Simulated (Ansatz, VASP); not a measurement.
InSe: VASP beside Ansatz

The input INCAR:

```
SYSTEM = InSe
  PREC = Accurate
  ENCUT = 520
  EDIFF = 1E-6
  ISMEAR = 0
  SIGMA = 0.05
  LREAL = .False.
  LASPH = .True.
  NELM = 100
  ALGO = Normal
  ISIF = 2
  LWAVE = .False.
  LCHARG = .False.
  GGA = PS
  NBANDS = 27
```

The input KPOINTS:

```
regular mesh
0
Gamma
  8 8 6
  0 0 0
```

Contents of POSCAR:

```
InSe
1.0
    5.9630503389     -2.0244451383     -0.0052948673
    5.9630503389      2.0244451383     -0.0052948673
   -1.6291954828      0.0000000000      4.2720903652
In Se
2 2
Direct
    0.8858026589      0.8858026589      0.0290539339
    0.1141973411      0.1141973411      0.9709460661
    0.6547212217      0.6547212217      0.6374867706
    0.3452787783      0.3452787783      0.3625132294
```

Input for Ansatz:

```yaml
crystal:
  lattice:
    - [5.9630503389, -2.0244451383, -0.0052948673]
    - [5.9630503389, 2.0244451383, -0.0052948673]
    - [-1.6291954828, 0.0, 4.2720903652]
  atoms:
    - { symbol: In, position: [0.8858026589, 0.8858026589, 0.0290539339] }
    - { symbol: In, position: [0.1141973411, 0.1141973411, 0.9709460661] }
    - { symbol: Se, position: [0.6547212217, 0.6547212217, 0.6374867706] }
    - { symbol: Se, position: [0.3452787783, 0.3452787783, 0.3625132294] }
basis:
  ecutwfc: 420
kpoints:
  mp_grid: { grid: [8, 8, 6] }
hamiltonian:
  xc: pbesol
scf:
  occupations: { method: gaussian, width: 0.05 }
output:
  forces: true
  stress: true
  eigenvalues: true
```

Change from the starting cell: strain +0.0150 x Voigt [1, -1, 0, 0, 0, 0], atoms carried along.

Alike in both runs: task single point; functional PBEsol; k mesh 8 × 8 × 6; occupations gaussian, width 0.05 eV; no spin polarisation.

|  | VASP | Ansatz |
| --- | --- | --- |
| version | VASP 6.6.1 | Ansatz 0.2.0 |
| potentials or method | VASP PAW PBE potentials, release 64 (In_d, Se), cutoff 520 eV | scalar-relativistic, plane waves, PAW |
| valence electrons in the cell | 38 | 58 |

|  | VASP | Ansatz | Ansatz less VASP |
| --- | --- | --- | --- |
| gap on the k mesh at the Fermi level (eV) | 0.54 | 0.54 | +0.005 |
| least direct gap on the mesh (eV) | 1.10 | 1.10 | +0.007 |
| pressure (GPa) | 0.0 | -0.1 | -0.09 |
| traceless stress, the component that is largest in VASP (GPa) | -1.44 | -1.44 | +0.007 |
| rms of the force components (eV/Å) | 0.087 | 0.079 | -0.0079 |

VASP's potentials were made for PBE, not for PBEsol. Atom by atom the forces differ by 0.010 eV/Å (rms over components). VASP's potentials hold 38 valence electrons a cell and Ansatz's 58, so a difference there can come from the potentials and not from the codes.
